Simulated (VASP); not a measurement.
Input of a VASP 6.6.1 run:

INCAR

```
SYSTEM = Ag
  PREC = Accurate
  ENCUT = 520
  EDIFF = 1E-6
  ISMEAR = -1
  SIGMA = 0.05
  LREAL = .FALSE.
  LASPH = .TRUE.
  NELM = 100
  ALGO = Normal
  ISIF = 2
  LWAVE = .FALSE.
  LCHARG = .FALSE.
  GGA = PS
  NBANDS = 12
```

KPOINTS

```
regular mesh
0
G
  8 8 8
  0 0 0
```

The input POSCAR:

```
Ag
1.0
    0.0000000000      2.0427500000      2.0427500000
    2.0427500000      0.0000000000      2.0427500000
    2.0427500000      2.0427500000      0.0000000000
Ag
1
Direct
    0.0000000000      0.0000000000      0.0000000000
```

Potentials or basis: VASP PAW PBE potentials, release 64 (Ag).

The run is started by

```sh
$ cat potpaw_PBE.64/Ag/POTCAR > POTCAR
$ mpirun -np 1 vasp_std > vasp.out
```

**Question.** Predict the pressure.

**Answer.** -2.2 GPa.

Caveat: the PAW data sets were made with another functional, which shifts forces and pressure a little.
